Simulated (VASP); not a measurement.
Ca4SiSe2, 7 atoms in the cell. The structure is tetragonal, space group I-42m (No. 121). The conventional cell has a = 6.102 Å, b = 6.102 Å, c = 15.196 Å, α = 90.00°, β = 90.00°, γ = 90.00°. Ca (site symmetry m) has 1 Si at 2.83 Å and 2 Se at 2.83 Å within 3.7 Å. Within 3.7 Å of Si (site symmetry -42m) lie 4 Ca at 2.83 Å. Within 3.7 Å of Se (site symmetry -4) lie 4 Ca at 2.83 Å. The cell was generated, and may not be a known phase.

* Program: VASP 6.6.1
* Task: single point
* Functional: PBE
* Potentials or basis: VASP PAW PBE potentials, release 64 (Ca_sv, Si, Se)
* Cutoff: 520 eV
* k mesh: 10 × 10 × 10
* Occupations: gaussian, width 0.1 eV
* Spin: no spin polarisation
* Dipole correction: no
* Further INCAR settings: ALGO = Normal; EDIFF = 1e-07; NBANDS = 37

Potentials or basis: VASP PAW PBE potentials, release 64 (Ca_sv, Si, Se).

Command:

```console
$ cat potpaw_PBE.64/Ca_sv/POTCAR potpaw_PBE.64/Si/POTCAR potpaw_PBE.64/Se/POTCAR > POTCAR
$ mpirun -np 1 vasp_std > vasp.out
```

Hardware: 1 thread of AMD EPYC 9R45 96-Core Processor (Zen 5), with other jobs on the host.

**Question.** Estimate the wall time of this run.

**Answer.** Run time: 35 min on 1 thread of AMD EPYC 9R45 96-Core Processor (Zen 5), on a shared host, peak memory 1.3 GiB. Counts: scf iterations 17, k points 102.
